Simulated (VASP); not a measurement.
# SnIr3 (P6_3/mmc) in VASP: density of states with PBE

Aim: the density of states of SnIr3 with PBE.

Everything below comes from runs of VASP 6.6.1. Logs are shortened: lines on timing, memory, paths and dates and some standing lists are left out, and cuts for length are marked.

### Step 1. The cell of the first run

Symmetry: P6_3/mmc, No. 194, hexagonal system. The conventional cell has a = 5.683 Å, b = 5.683 Å, c = 4.541 Å, α = 90.00°, β = 90.00°, γ = 120.00°. Sn (site symmetry -6m2) has 12 Ir at 2.83 to 2.84 Å within 3.7 Å. Ir (site symmetry mm2) has 8 Ir at 2.77 to 2.91 Å and 4 Sn at 2.83 to 2.84 Å within 3.7 Å.

### Step 2. Density of states, PBE

Contents of POSCAR:

```
SnIr3
1.0
    5.6829286585      0.0000000000      0.0000000000
   -2.8414643292      4.9215605861      0.0000000000
    0.0000000000      0.0000000000      4.5408632788
Sn Ir
2 6
Direct
    0.6666666667      0.3333333333      0.2500000000
    0.3333333333      0.6666666667      0.7500000000
    0.3248914221      0.1624457110      0.7500000000
    0.8375542890      0.1624457110      0.7500000000
    0.8375542890      0.6751085779      0.7500000000
    0.6751085779      0.8375542890      0.2500000000
    0.1624457110      0.8375542890      0.2500000000
    0.1624457110      0.3248914221      0.2500000000
```

Contents of INCAR.step1:

```
PREC = Accurate ; ENCUT = 520
EDIFF = 1E-7 ; ISMEAR = 0
SIGMA = 0.1 ; LREAL = False
LASPH = True ; NELM = 100
ALGO = Normal ; ISIF = 2
LWAVE = False ; LCHARG = True
LMAXMIX = 4 ; GGA = PE
NBANDS = 51
```

Contents of KPOINTS.step1:

```
Automatic mesh
0
Gamma
  12 12 8
```

Contents of INCAR.step2:

```
PREC = Accurate ; ENCUT = 520
EDIFF = 1E-7 ; ISMEAR = -5
SIGMA = 0.1 ; LREAL = False
LASPH = True ; NELM = 100
ALGO = Normal ; ISIF = 2
LWAVE = False ; LCHARG = False
LMAXMIX = 4 ; GGA = PE
LORBIT = 11 ; NBANDS = 51
NEDOS = 2001 ; ICHARG = 11
```

Contents of KPOINTS.step2:

```
Automatic mesh
0
Gamma
  18 18 12
```

Potentials or basis: VASP PAW PBE potentials, release 64 (Sn_d, Ir).

Launch:

```sh
cat potpaw_PBE.64/Sn_d/POTCAR potpaw_PBE.64/Ir/POTCAR > POTCAR
cp INCAR.step1 INCAR
cp KPOINTS.step1 KPOINTS
mpirun -np 1 vasp_std > vasp.out
cp INCAR.step2 INCAR
cp KPOINTS.step2 KPOINTS
mpirun -np 1 vasp_std > vasp.out
```

OUTCAR:

```text
PREC = Accurate
   ENCUT = 520
   EDIFF = 1E-7
   ISMEAR = -5
   LREAL = False
   LASPH = True
   NELM = 100
   ISIF = 2
   GGA = PE
   LORBIT = 11
   ICHARG = 11

 ion  position               nearest neighbor table
   1  0.667  0.333  0.250-   5 2.83   5 2.83   4 2.83   4 2.83   3 2.83   3 2.83   6 2.84   8 2.84
                             7 2.84   7 2.84   6 2.84   8 2.84
   2  0.333  0.667  0.750-   8 2.83   8 2.83   7 2.83   7 2.83   6 2.83   6 2.83   3 2.84   5 2.84
                             4 2.84   4 2.84   3 2.84   5 2.84
   3  0.325  0.162  0.750-   5 2.77   4 2.77   7 2.78   7 2.78   8 2.78   8 2.78   1 2.83   1 2.83
                             2 2.84   2 2.84   5 2.91   4 2.91
   4  0.838  0.162  0.750-   5 2.77   3 2.77   6 2.78   6 2.78   8 2.78   8 2.78   1 2.83   1 2.83
                             2 2.84   2 2.84   5 2.91   3 2.91
   5  0.838  0.675  0.750-   4 2.77   3 2.77   7 2.78   7 2.78   6 2.78   6 2.78   1 2.83   1 2.83
                             2 2.84   2 2.84   4 2.91   3 2.91
   6  0.675  0.838  0.250-   8 2.77   7 2.77   4 2.78   4 2.78   5 2.78   5 2.78   2 2.83   2 2.83
                             1 2.84   1 2.84   8 2.91   7 2.91
   7  0.162  0.838  0.250-   8 2.77   6 2.77   3 2.78   3 2.78   5 2.78   5 2.78   2 2.83   2 2.83
                             1 2.84   1 2.84   8 2.91   6 2.91
   8  0.162  0.325  0.250-   7 2.77   6 2.77   4 2.78   4 2.78   3 2.78   3 2.78   2 2.83   2 2.83
                             1 2.84   1 2.84   7 2.91   6 2.91

  LATTYP: Found a hexagonal cell.
 ALAT       =     5.6829286585
 C/A-ratio  =     0.7990357704

  Lattice vectors:

 A1 = (   5.6829286585,   0.0000000000,   0.0000000000)
 A2 = (  -2.8414643292,   4.9215605861,   0.0000000000)
 A3 = (   0.0000000000,   0.0000000000,   4.5408632788)

Analysis of symmetry for initial positions (statically):
=====================================================================
 Subroutine PRICEL returns:
 Original cell was already a primitive cell.

 Routine SETGRP: Setting up the symmetry group for a
 hexagonal supercell.

 Subroutine GETGRP returns: Found 24 space group operations
 (whereof 12 operations were pure point group operations)
 out of a pool of 24 trial point group operations.

The static configuration has the point symmetry D_3d.
 The point group associated with its full space group is D_6h.

Analysis of symmetry for dynamics (positions and initial velocities):
=====================================================================
 Subroutine PRICEL returns:
 Original cell was already a primitive cell.

 Routine SETGRP: Setting up the symmetry group for a
 hexagonal supercell.

 Subroutine GETGRP returns: Found 24 space group operations
 (whereof 12 operations were pure point group operations)
 out of a pool of 24 trial point group operations.

The dynamic configuration has the point symmetry D_3d.
 The point group associated with its full space group is D_6h.

 Subroutine INISYM returns: Found 24 space group operations
 (whereof 12 operations are pure point group operations),
 and found     1 'primitive' translations

----------------------------------------------------------------------------------------

                                     Primitive cell

  volume of cell :     127.0028

  direct lattice vectors                    reciprocal lattice vectors
     5.682928658  0.000000000  0.000000000     0.175965609  0.101593791  0.000000000
    -2.841464329  4.921560586  0.000000000     0.000000000  0.203187583  0.000000000
     0.000000000  0.000000000  4.540863279     0.000000000  0.000000000  0.220222442

  length of vectors
     5.682928658  5.682928658  4.540863279     0.203187583  0.203187583  0.220222442

  position of ions in fractional coordinates (direct lattice)
     0.666666667  0.333333333  0.250000000
     0.333333333  0.666666667  0.750000000
     0.324891422  0.162445711  0.750000000
     0.837554289  0.162445711  0.750000000
     0.837554289  0.675108578  0.750000000
     0.675108578  0.837554289  0.250000000
     0.162445711  0.837554289  0.250000000
     0.162445711  0.324891422  0.250000000

  ion indices of the primitive-cell ions
   primitive index   ion index
                 1           1
                 2           2
                 3           3
                 4           4
                 5           5
                 6           6
                 7           7
                 8           8

[... 22 lines left out ...]

 Subroutine IBZKPT returns following result:
 ===========================================

 Found    259 irreducible k-points:

 Following reciprocal coordinates:
            Coordinates               Weight
  0.000000  0.000000  0.000000      1.000000
  0.055556  0.000000  0.000000      6.000000
  0.111111  0.000000  0.000000      6.000000
  0.166667  0.000000  0.000000      6.000000
  0.222222  0.000000  0.000000      6.000000
  0.277778  0.000000  0.000000      6.000000
[... 16 lines left out ...]
  0.333333  0.111111  0.000000     12.000000
  0.388889  0.111111  0.000000     12.000000
 [... further k-points ...]
   k-points           NKPTS =    259   k-points in BZ     NKDIM =    259   number of bands    NBANDS=     51
   number of dos      NEDOS =   2001   number of ions     NIONS =      8
   total plane-waves  NPLWV =  63504
   dimension x,y,z NGX =    42 NGY =   42 NGZ =   36
   dimension x,y,z NGXF=    84 NGYF=   84 NGZF=   72
   ions per type =               2   6
   NGX,Y,Z   is equivalent  to a cutoff of  12.29, 12.29, 13.18 a.u.
   NGXF,Y,Z  is equivalent  to a cutoff of  24.57, 24.57, 26.36 a.u.
 SYSTEM =  unknown system
   PREC   = accura    normal or accurate (medium, high low for compatibility)
   ISTART =      0    job   : 0-new  1-cont  2-samecut
   ICHARG =     11    charge: 1-file 2-atom 10-const
   ISPIN  =      1    spin polarized calculation?
   LNONCOLLINEAR =      F non collinear calculations
   LSORBIT =      F    spin-orbit coupling
   LASPH  =      T    aspherical Exc in radial PAW
   ENCUT  =  520.0 eV  38.22 Ry    6.18 a.u.  10.57 10.57  8.44*2*pi/ulx,y,z
   NELM   =    100;   NELMIN=  2; NELMDL=  0     # of ELM steps
   EDIFF  = 0.1E-06   stopping-criterion for ELM
   LREAL  =      F    real-space projection
   EDIFFG = 0.1E-05   stopping-criterion for IOM
   NSW    =      0    number of steps for IOM
   IBRION =     -1    ionic relax: 0-MD 1-quasi-New 2-CG
   NFREE  =      0    steps in history (QN), initial steepest desc. (CG)
   ISIF   =      2    stress and relaxation
   ISYM   =      2    0-nonsym 1-usesym 2-fastsym
   POTIM  = 0.5000    time-step for ionic-motion
   TEBEG  =    0.0;   TEEND  =   0.0 temperature during run
   PSTRESS=    0.0 pullay stress
   NELECT =      82.0000    total number of electrons
   NUPDOWN=      -1.0000    fix difference up-down
   EMIN   =  10.00;   EMAX   =-10.00  energy-range for DOS
   EFERMI =   0.00;   METHOD = LEGACY
   ISMEAR =    -5;   SIGMA  =   0.10  broadening in eV -4-tet -1-fermi 0-gaus
   EFERMI_NEDOS =   21; number of points for ismear=-14 and -15
   IALGO  =     38    algorithm
   IMIX   =      4    mixing-type and parameters
     AMIX     =   0.40;   BMIX     =  1.00
     AMIX_MAG =   1.60;   BMIX_MAG =  1.00
  volume/ion in A,a.u.               =      15.88       107.13
  Fermi-wavevector in a.u.,A,eV,Ry     =   1.414952  2.673871 27.240067  2.002088
  Thomas-Fermi vector in A             =   2.536441
   LORBIT       =     11    0 simple, 1 ext, 2 COOP (PROOUT), +10 PAW based schemes
   GGA     = PE    functional components
   LHFCALC =     F    Hartree Fock is set to
   AEXX    =    0.0000 exact exchange contribution
   IVDW    =     0    specifies the selected vdW correction
   LEPSILON=     F    determine dielectric tensor
   LRPA    =     F    only Hartree local field effects (RPA)
 non-spin polarized calculation
 Fermi weights with tetrahedron method with Bloechl corrections
  energy-cutoff  :      520.00
  volume of cell :      127.00
 maximum number of plane-waves:      3450

 number of electron      82.0000015 magnetization

 Free energy of the ion-electron system (eV)
  ---------------------------------------------------
  ext. energy  EPLUGINS =         0.00000000
  ---------------------------------------------------
  free energy    TOTEN  =       -60.23498292 eV

  energy without entropy =      -60.23498292  energy(sigma->0) =      -60.23498292

 E-fermi :  10.1512     XC(G=0): -13.2358

 val. band max:       10.2096431440   @ k =   0.1111   0.0556   0.5000
 cond. band min:      10.1106682687   @ k =   0.0556   0.0000   0.5000
 fundamental gap:     -0.0989748753
 Fermi energy:        10.1511576922

 k-point     1 :       0.0000    0.0000    0.0000
  band No.  band energies     occupation
      1     -11.3087      2.00000
      2     -11.3087      2.00000
      3     -11.2977      2.00000
      4     -11.2977      2.00000
      5     -11.2962      2.00000
      6     -11.2944      2.00000
[... 1285 lines left out ...]
     50      15.1078      0.00000
     51      15.3542      0.00000

 [... further k-points ...]

------------------------ aborting loop because EDIFF is reached ----------------------------------------

  FORCE on cell =-STRESS in cart. coord.  units (eV):
  Direction    XX          YY          ZZ          XY          YZ          ZX
  --------------------------------------------------------------------------------------
  -------------------------------------------------------------------------------------
  Total        0.2725943      0.2725943      0.3024663      0.0000000      0.0000000      0.0000000
  in kB        3.4388547      3.4388547      3.8156996      0.0000000      0.0000000      0.0000000
  external PRESSURE =       3.5644697 kB  Pullay stress =       0.0000000 kB

 VOLUME and BASIS-vectors are now :
 -----------------------------------------------------------------------------
  energy-cutoff  :      520.00
  volume of cell :      127.00
      direct lattice vectors                 reciprocal lattice vectors
     5.682928658  0.000000000  0.000000000     0.175965609  0.101593791  0.000000000
    -2.841464329  4.921560586  0.000000000     0.000000000  0.203187583  0.000000000
     0.000000000  0.000000000  4.540863279     0.000000000  0.000000000  0.220222442

 POSITION                                       TOTAL-FORCE (eV/Angst)
 -----------------------------------------------------------------------------------
      2.84146      1.64052      1.13522         0.000000      0.000000      0.000000
     -0.00000      3.28104      3.40565         0.000000      0.000000      0.000000
      1.38475      0.79949      3.40565         0.011615      0.006706      0.000000
      4.29818      0.79949      3.40565        -0.011615      0.006706     -0.000000
      2.84146      3.32259      3.40565        -0.000000     -0.013411      0.000000
      1.45671      4.12207      1.13522        -0.011615     -0.006706      0.000000
     -1.45671      4.12207      1.13522         0.011615     -0.006706     -0.000000
     -0.00000      1.59897      1.13522         0.000000      0.013411     -0.000000
 -----------------------------------------------------------------------------------
    total drift:                               -0.000000      0.000000      0.000000

  FREE ENERGIE OF THE ION-ELECTRON SYSTEM (eV)
  ---------------------------------------------------
  free  energy   TOTEN  =       -60.2349829177 eV

  energy  without entropy=      -60.2349829177  energy(sigma->0) =      -60.23498292

 total charge

# of ion       s       p       d       tot
------------------------------------------
    1        1.019   1.204  10.167  12.390
    2        1.019   1.204  10.167  12.390
    3        0.602   0.580   7.085   8.267
    4        0.602   0.580   7.085   8.267
    5        0.602   0.580   7.085   8.267
    6        0.602   0.580   7.085   8.267
    7        0.602   0.580   7.085   8.267
    8        0.602   0.580   7.085   8.267
--------------------------------------------------
tot          5.650   5.888  62.845  74.383
```

Wall time 23 min (1 thread of Intel Xeon 6975P-C (Granite Rapids), shared host); peak memory 1.2 GiB.

What came out:

- Valence electrons inside the program's atomic spheres: Sn 12.39; Ir 8.27

Levels at points of the mesh, in eV from the Fermi level:
```csv
k point,band 39,band 40,band 41,band 42,band 43,band 44
"(0.00, 0.00, 0.00)",-0.45,-0.27,0.65,0.97,1.36,1.36
"(0.50, 0.00, 0.00)",-0.62,-0.61,-0.47,0.70,1.11,1.96
"(0.00, 0.00, 0.50)",-0.36,-0.36,-0.07,-0.07,1.18,1.18
"(0.50, 0.00, 0.50)",-0.38,-0.38,-0.10,-0.10,0.69,0.69
```

Caveat: spin-orbit coupling is left out, which moves the levels of the heavy elements; tetrahedron occupations give inexact forces and stress in metals.
